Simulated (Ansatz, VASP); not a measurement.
# Ti in VASP and in Ansatz

```
CELL_PARAMETERS angstrom
-1.55095 1.55095 1.55095
1.55095 -1.55095 1.55095
1.55095 1.55095 -1.55095
ATOMIC_POSITIONS crystal
Ti 0.00000 0.00000 0.00000
```

Alike in both runs: task single point; functional PBE; k mesh 22 × 22 × 22; occupations gaussian, width 0.15 eV; no spin polarisation.

```csv
,VASP,Ansatz
version,VASP 6.6.1,Ansatz 0.2.0
potentials or method,"VASP PAW PBE potentials, release 64 (Ti_sv), cutoff 520 eV","scalar-relativistic, plane waves, PAW"
valence electrons in the cell,12,12
```

```csv
,VASP,Ansatz,Ansatz less VASP
gap on the k mesh at the Fermi level (eV),none,none,-
pressure (GPa),19.1,19.6,+0.49
```

A gap of «none» marks a metal or a gap that the smearing closes.
